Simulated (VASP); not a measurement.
# B3F2 (P6_3/mmc) in VASP: a series of runs

B3F2 is run at these levels: PBE; tasks: single point.

Program: VASP 6.6.1. These are calculated values, not measurements. Logs are shortened: lines on timing, memory, paths and dates and some standing lists are left out, and cuts for length are marked.

### 1 The cell of the first run

Symmetry: P6_3/mmc, No. 194, hexagonal system. The conventional cell has a = 3.188 Å, b = 3.188 Å, c = 9.532 Å, α = 90.00°, β = 90.00°, γ = 120.00°. B (site symmetry -6m2) has 6 F at 2.10 Å and 6 B at 2.52 Å within 2.8 Å. B (site symmetry 3m) has 4 F at 1.97 to 2.03 Å and 6 B at 2.27 to 2.52 Å within 2.6 Å. Within 2.6 Å of F (site symmetry 3m) lie 7 B at 1.97 to 2.10 Å and 1 F at 2.04 Å.

The cell was generated, and may not be a known phase.

### 2 Single point, PBE

INCAR reads:

```
SYSTEM = B3F2
PREC     = Accurate       ! precision mode
ENCUT    = 520            ! plane-wave cutoff, eV
EDIFF    = 1E-6           ! SCF threshold, eV
ISMEAR   = 0              ! smearing method
SIGMA    = 0.1            ! smearing width, eV
LREAL    = .False.        ! projectors in reciprocal space
LASPH    = .True.         ! aspherical terms in the spheres
NELM     = 100            ! most SCF steps
ALGO     = Fast           ! electronic algorithm
ISIF     = 2              ! what is computed and relaxed
LWAVE    = .False.        ! write WAVECAR
LCHARG   = .False.        ! write CHGCAR
GGA      = PE             ! functional
NBANDS   = 34             ! bands
```

KPOINTS reads:

```
regular mesh
0
Gamma
  6 6 2
  0 0 0
```

POSCAR reads:

```
B3F2
1.0
    3.1877114100      0.0000000000      0.0000000000
   -1.5938557100      2.7606390600      0.0000000000
    0.0000000000      0.0000000000      9.5322426100
B F
6 4
Direct
    0.0000000000      0.0000000000      0.2500000000
    0.0000000000      0.0000000000      0.7500000000
    0.3333333300      0.6666666700      0.9300000100
    0.6666666700      0.3333333300      0.4300000100
    0.3333333300      0.6666666700      0.5699999900
    0.6666666700      0.3333333300      0.0699999900
    0.3333333300      0.6666666700      0.1430000100
    0.6666666700      0.3333333300      0.6430000100
    0.3333333300      0.6666666700      0.3569999900
    0.6666666700      0.3333333300      0.8569999900
```

Potentials or basis: VASP PAW PBE potentials, release 64 (B, F).

The run is started by

```console
$ cat potpaw_PBE.64/B/POTCAR potpaw_PBE.64/F/POTCAR > POTCAR
$ mpirun -np 1 vasp_std > vasp.out
```

OUTCAR:

```text
SYSTEM = B3F2
   PREC = Accurate
   ENCUT = 520
   EDIFF = 1E-6
   ISMEAR = 0
   LREAL = .False.
   LASPH = .True.
   NELM = 100
   ISIF = 2
   GGA = PE

 ion  position               nearest neighbor table
   1  0.000  0.000  0.250-
   2  0.000  0.000  0.750-
   3  0.333  0.667  0.930-  10 1.97  10 1.97  10 1.97   7 2.03
   4  0.667  0.333  0.430-   9 1.97   9 1.97   9 1.97   8 2.03
   5  0.333  0.667  0.570-   8 1.97   8 1.97   8 1.97   9 2.03
   6  0.667  0.333  0.070-   7 1.97   7 1.97   7 1.97  10 2.03
   7  0.333  0.667  0.143-   6 1.97   6 1.97   6 1.97   3 2.03
   8  0.667  0.333  0.643-   5 1.97   5 1.97   5 1.97   4 2.03
   9  0.333  0.667  0.357-   4 1.97   4 1.97   4 1.97   5 2.03
  10  0.667  0.333  0.857-   3 1.97   3 1.97   3 1.97   6 2.03

  LATTYP: Found a hexagonal cell.
 ALAT       =     3.1877114100
 C/A-ratio  =     2.9903091541

  Lattice vectors:

 A1 = (   3.1877114100,   0.0000000000,   0.0000000000)
 A2 = (  -1.5938557100,   2.7606390600,   0.0000000000)
 A3 = (   0.0000000000,   0.0000000000,   9.5322426100)

Analysis of symmetry for initial positions (statically):
=====================================================================
 Subroutine PRICEL returns:
 Original cell was already a primitive cell.

 Routine SETGRP: Setting up the symmetry group for a
 hexagonal supercell.

 Subroutine GETGRP returns: Found 24 space group operations
 (whereof 12 operations were pure point group operations)
 out of a pool of 24 trial point group operations.

The static configuration has the point symmetry D_3d.
 The point group associated with its full space group is D_6h.

Analysis of symmetry for dynamics (positions and initial velocities):
=====================================================================
 Subroutine PRICEL returns:
 Original cell was already a primitive cell.

 Routine SETGRP: Setting up the symmetry group for a
 hexagonal supercell.

 Subroutine GETGRP returns: Found 24 space group operations
 (whereof 12 operations were pure point group operations)
 out of a pool of 24 trial point group operations.

The dynamic configuration has the point symmetry D_3d.
 The point group associated with its full space group is D_6h.

 Subroutine INISYM returns: Found 24 space group operations
 (whereof 12 operations are pure point group operations),
 and found     1 'primitive' translations

----------------------------------------------------------------------------------------

                                     Primitive cell

  volume of cell :      83.8849

  direct lattice vectors                    reciprocal lattice vectors
     3.187711410  0.000000000  0.000000000     0.313704684  0.181117484  0.000000000
    -1.593855710  2.760639060  0.000000000     0.000000000  0.362234967  0.000000000
     0.000000000  0.000000000  9.532242610     0.000000000  0.000000000  0.104907107

  length of vectors
     3.187711410  3.187711412  9.532242610     0.362234968  0.362234967  0.104907107

  position of ions in fractional coordinates (direct lattice)
     0.000000000  0.000000000  0.250000000
     0.000000000  0.000000000  0.750000000
     0.333333330  0.666666670  0.930000010
     0.666666670  0.333333330  0.430000010
     0.333333330  0.666666670  0.569999990
     0.666666670  0.333333330  0.069999990
     0.333333330  0.666666670  0.143000010
     0.666666670  0.333333330  0.643000010
     0.333333330  0.666666670  0.356999990
     0.666666670  0.333333330  0.856999990

  ion indices of the primitive-cell ions
   primitive index   ion index
                 1           1
                 2           2
                 3           3
                 4           4
                 5           5
                 6           6
                 7           7
                 8           8
                 9           9
                10          10

----------------------------------------------------------------------------------------

 KPOINTS: regular mesh

Automatic generation of k-mesh.
 Grid dimensions read from file:
 generate k-points for:    6    6    2

 Generating k-lattice:

  Cartesian coordinates                     Fractional coordinates (reciprocal lattice)
     0.052284114  0.030186247  0.000000000     0.166666667  0.000000000  0.000000000
     0.000000000  0.060372495  0.000000000     0.000000000  0.166666667  0.000000000
     0.000000000  0.000000000  0.052453554     0.000000000  0.000000000  0.500000000

  Length of vectors
     0.060372495  0.060372495  0.052453554

  Shift w.r.t. Gamma in fractional coordinates (k-lattice)
     0.000000000  0.000000000  0.000000000

 Subroutine IBZKPT returns following result:
 ===========================================

 Found     14 irreducible k-points:

 Following reciprocal coordinates:
            Coordinates               Weight
  0.000000  0.000000  0.000000      1.000000
  0.166667  0.000000  0.000000      6.000000
  0.333333 -0.000000  0.000000      6.000000
  0.500000  0.000000  0.000000      3.000000
  0.166667  0.166667  0.000000      6.000000
  0.333333  0.166667  0.000000     12.000000
  0.333333  0.333333  0.000000      2.000000
  0.000000  0.000000  0.500000      1.000000
  0.166667  0.000000  0.500000      6.000000
  0.333333 -0.000000  0.500000      6.000000
  0.500000  0.000000  0.500000      3.000000
  0.166667  0.166667  0.500000      6.000000
  0.333333  0.166667  0.500000     12.000000
  0.333333  0.333333  0.500000      2.000000
   k-points           NKPTS =     14   k-points in BZ     NKDIM =     14   number of bands    NBANDS=     34
   number of dos      NEDOS =    301   number of ions     NIONS =     10
   total plane-waves  NPLWV =  41472
   dimension x,y,z NGX =    24 NGY =   24 NGZ =   72
   dimension x,y,z NGXF=    48 NGYF=   48 NGZF=  144
   ions per type =               6   4
   NGX,Y,Z   is equivalent  to a cutoff of  12.52, 12.52, 12.56 a.u.
   NGXF,Y,Z  is equivalent  to a cutoff of  25.03, 25.03, 25.11 a.u.
 SYSTEM =  B3F2
   PREC   = accura    normal or accurate (medium, high low for compatibility)
   ISTART =      0    job   : 0-new  1-cont  2-samecut
   ICHARG =      2    charge: 1-file 2-atom 10-const
   ISPIN  =      1    spin polarized calculation?
   LNONCOLLINEAR =      F non collinear calculations
   LSORBIT =      F    spin-orbit coupling
   LASPH  =      T    aspherical Exc in radial PAW
   ENCUT  =  520.0 eV  38.22 Ry    6.18 a.u.   5.93  5.93 17.72*2*pi/ulx,y,z
   NELM   =    100;   NELMIN=  2; NELMDL= -5     # of ELM steps
   EDIFF  = 0.1E-05   stopping-criterion for ELM
   LREAL  =      F    real-space projection
   EDIFFG = 0.1E-04   stopping-criterion for IOM
   NSW    =      0    number of steps for IOM
   IBRION =     -1    ionic relax: 0-MD 1-quasi-New 2-CG
   NFREE  =      0    steps in history (QN), initial steepest desc. (CG)
   ISIF   =      2    stress and relaxation
   ISYM   =      2    0-nonsym 1-usesym 2-fastsym
   POTIM  = 0.5000    time-step for ionic-motion
   TEBEG  =    0.0;   TEEND  =   0.0 temperature during run
   PSTRESS=    0.0 pullay stress
   NELECT =      46.0000    total number of electrons
   NUPDOWN=      -1.0000    fix difference up-down
   EMIN   =  10.00;   EMAX   =-10.00  energy-range for DOS
   EFERMI =   0.00;   METHOD = LEGACY
   ISMEAR =     0;   SIGMA  =   0.10  broadening in eV -4-tet -1-fermi 0-gaus
   EFERMI_NEDOS =   21; number of points for ismear=-14 and -15
   IALGO  =     68    algorithm
   IMIX   =      4    mixing-type and parameters
     AMIX     =   0.40;   BMIX     =  1.00
     AMIX_MAG =   1.60;   BMIX_MAG =  1.00
  volume/ion in A,a.u.               =       8.39        56.61
  Fermi-wavevector in a.u.,A,eV,Ry     =   1.339984  2.532202 24.430029  1.795556
  Thomas-Fermi vector in A             =   2.468333
   LORBIT       =      0    0 simple, 1 ext, 2 COOP (PROOUT), +10 PAW based schemes
   GGA     = PE    functional components
   LHFCALC =     F    Hartree Fock is set to
   AEXX    =    0.0000 exact exchange contribution
   IVDW    =     0    specifies the selected vdW correction
   LEPSILON=     F    determine dielectric tensor
   LRPA    =     F    only Hartree local field effects (RPA)
 non-spin polarized calculation
 RMM-DIIS sequential band-by-band and
 Gauss-broadening in eV      SIGMA  =   0.10
  energy-cutoff  :      520.00
  volume of cell :       83.88
 maximum number of plane-waves:      2288
 NGX is ok and might be reduce to    24
   NGX = 11   NGY = 11   NGZ = 35

 number of electron      46.0000027 magnetization

 Free energy of the ion-electron system (eV)
  ---------------------------------------------------
  ext. energy  EPLUGINS =         0.00000000
  ---------------------------------------------------
  free energy    TOTEN  =       -25.26288714 eV

  energy without entropy =      -25.23911637  energy(sigma->0) =      -25.25100175

 E-fermi :   5.6250     XC(G=0): -11.4517

 val. band max:        5.5860194533   @ k =   0.3333   0.3333   0.0000
 cond. band min:       5.6547330842   @ k =   0.3333  -0.0000   0.0000
 fundamental gap:      0.0687136309
 Fermi energy:         5.6249961907

 k-point     1 :       0.0000    0.0000    0.0000
  band No.  band energies     occupation
      1     -21.0847      2.00000
      2     -20.9045      2.00000
      3     -20.0824      2.00000
      4     -19.8430      2.00000
      5      -5.9119      2.00000
      6      -4.4275      2.00000
[... 26 lines left out ...]
     33      10.8405      0.00000
     34      10.9259      0.00000

 k-point     2 :       0.1667    0.0000    0.0000
  band No.  band energies     occupation
      1     -20.9937      2.00000
      2     -20.8335      2.00000
      3     -20.0023      2.00000
      4     -19.7911      2.00000
      5      -5.6780      2.00000
      6      -4.3674      2.00000
[... 26 lines left out ...]
     33      10.3678      0.00000
     34      10.7872      0.00000
[... 405 lines left out ...]
     33      10.7512      0.00000
     34      10.7573      0.00000

 k-point    14 :       0.3333    0.3333    0.5000
  band No.  band energies     occupation
      1     -20.6141      2.00000
      2     -20.6141      2.00000
      3     -19.6558      2.00000
      4     -19.6558      2.00000
      5      -5.0600      2.00000
      6      -5.0600      2.00000
[... 26 lines left out ...]
     33      10.0514      0.00000
     34      10.0514      0.00000

------------------------ aborting loop because EDIFF is reached ----------------------------------------

  FORCE on cell =-STRESS in cart. coord.  units (eV):
  Direction    XX          YY          ZZ          XY          YZ          ZX
  --------------------------------------------------------------------------------------
  -------------------------------------------------------------------------------------
  Total       21.1340752     21.1340752     31.1920995     -0.0000000     -0.0000000     -0.0000000
  in kB      403.6547968    403.6547965    595.7601868     -0.0000007     -0.0000000     -0.0000000
  external PRESSURE =     467.6899267 kB  Pullay stress =       0.0000000 kB

 VOLUME and BASIS-vectors are now :
 -----------------------------------------------------------------------------
  energy-cutoff  :      520.00
  volume of cell :       83.88
      direct lattice vectors                 reciprocal lattice vectors
     3.187711410  0.000000000  0.000000000     0.313704684  0.181117484  0.000000000
    -1.593855710  2.760639060  0.000000000     0.000000000  0.362234967  0.000000000
     0.000000000  0.000000000  9.532242610     0.000000000  0.000000000  0.104907107

 POSITION                                       TOTAL-FORCE (eV/Angst)
 -----------------------------------------------------------------------------------
      0.00000      0.00000      2.38306         0.000000     -0.000000      0.000000
      0.00000      0.00000      7.14918         0.000000     -0.000000      0.000000
     -0.00000      1.84043      8.86499         0.000000     -0.000000      0.611368
      1.59386      0.92021      4.09886        -0.000000      0.000000      0.611368
     -0.00000      1.84043      5.43338         0.000000     -0.000000     -0.611368
      1.59386      0.92021      0.66726        -0.000000      0.000000     -0.611368
     -0.00000      1.84043      1.36311         0.000000     -0.000000      0.078623
      1.59386      0.92021      6.12923        -0.000000      0.000000      0.078623
     -0.00000      1.84043      3.40301         0.000000     -0.000000     -0.078623
      1.59386      0.92021      8.16913        -0.000000      0.000000     -0.078623
 -----------------------------------------------------------------------------------
    total drift:                                0.000015     -0.000009      0.000011

  FREE ENERGIE OF THE ION-ELECTRON SYSTEM (eV)
  ---------------------------------------------------
  free  energy   TOTEN  =       -25.2628871363 eV

  energy  without entropy=      -25.2391163678  energy(sigma->0) =      -25.25100175
```

Wall time 46 s (1 thread of AMD EPYC 9755, shared host); peak memory 0.15 GiB.

What came out:

```
Free energy            : -25.2629 eV
Pressure               : 46.8 GPa
Largest force          : 0.611 eV/Å
Band gap on the k mesh : zero (bands 23 and 24 overlap by 1.40 eV)
```

Forces in eV/Å, atoms in the order of the input:
```
B    0.000  0.000  0.000
B    0.000  0.000  0.000
B    0.000  0.000  0.611
B    0.000  0.000  0.611
B    0.000  0.000 -0.611
B    0.000  0.000 -0.611
F    0.000  0.000  0.079
F    0.000  0.000  0.079
F    0.000  0.000 -0.079
F    0.000  0.000 -0.079
```

Stress tensor (GPa, compression positive):
```
40.37  0.00  0.00
 0.00 40.37  0.00
 0.00  0.00 59.58
```

Caveat: the k points lie up to 0.38 Å⁻¹ apart, too coarse for converged energies and pressures of a metal.

### 3 Single point, PBE

This run uses another cell than the first one, of 10.86 Å³/atom.

INCAR reads:

```
  PREC = Accurate
  ENCUT = 520
  EDIFF = 1E-6
  ISMEAR = 0
  SIGMA = 0.1
  LREAL = F
  LASPH = T
  NELM = 80
  ALGO = Fast
  ISIF = 2
  LWAVE = F
  LCHARG = F
  GGA = PE
  NBANDS = 34
```

KPOINTS reads:

```
Automatic mesh
0
Gamma
  6 6 2
```

POSCAR reads:

```
B3F2
1.0
    2.6527036666      0.0000000024      0.0000000000
   -1.3263518354      2.2973087628      0.0000000000
    0.0000000000      0.0000000000     17.8163528303
B F
6 4
Direct
    0.0000000000      0.0000000000      0.2500000000
    0.0000000000      0.0000000000      0.7500000000
    0.3333333333      0.6666666667      1.0259564277
    0.6666666667      0.3333333333      0.5259564277
    0.3333333333      0.6666666667      0.4740435723
    0.6666666667      0.3333333333     -0.0259564277
    0.3333333333      0.6666666667      0.1014070905
    0.6666666667      0.3333333333      0.6014070905
    0.3333333333      0.6666666667      0.3985929095
    0.6666666667      0.3333333333      0.8985929095
```

Potentials or basis: VASP PAW PBE potentials, release 64 (B, F).

The run is started by

```console
$ cat potpaw_PBE.64/B/POTCAR potpaw_PBE.64/F/POTCAR > POTCAR
$ mpirun -np 1 vasp_std > vasp.out
```

It took 1.7 min on 1 thread of AMD EPYC 9755, shared host; peak memory 0.19 GiB.

It converged, with:

```yaml
Free_energy: -49.9276 eV
Pressure: 0.3 GPa
Largest_force: 0.250 eV/Å
Band_gap_on_the_k_mesh: zero (bands 23 and 24 overlap by 5.82 eV)
```

Forces in eV/Å, atoms in the order of the input:
```
B    0.000  0.000  0.000
B    0.000  0.000  0.000
B    0.000  0.000 -0.250
B    0.000  0.000 -0.250
B    0.000  0.000  0.250
B    0.000  0.000  0.250
F    0.000  0.000  0.238
F    0.000  0.000  0.238
F    0.000  0.000 -0.238
F    0.000  0.000 -0.238
```

Stress tensor (GPa, compression positive):
```
-0.45  0.00  0.00
 0.00 -0.45  0.00
 0.00  0.00  1.88
```

Levels at points of the mesh, in eV from the Fermi level:
| k point | band 19 | band 20 | band 21 | band 22 | band 23 | band 24 | band 25 | band 26 |
| --- | --- | --- | --- | --- | --- | --- | --- | --- |
| (0.00, 0.00, 0.00) | -4.36 | -4.36 | -0.39 | -0.18 | 3.63 | 4.00 | 4.87 | 4.87 |
| (0.50, 0.00, 0.00) | -4.09 | -4.04 | -2.63 | -2.63 | -2.01 | -2.00 | 1.80 | 1.80 |
| (0.00, 0.00, 0.50) | -4.36 | -4.36 | -0.29 | -0.29 | 3.81 | 3.81 | 4.87 | 4.87 |
| (0.50, 0.00, 0.50) | -4.06 | -4.06 | -2.63 | -2.63 | -2.01 | -2.01 | 1.80 | 1.80 |

Caveat: the k points lie up to 0.46 Å⁻¹ apart, too coarse for converged energies and pressures of a metal.

(Part 1 of 2 ends here.)

The gap in the log of VASP goes by the Fermi energy; the results here count the filled bands.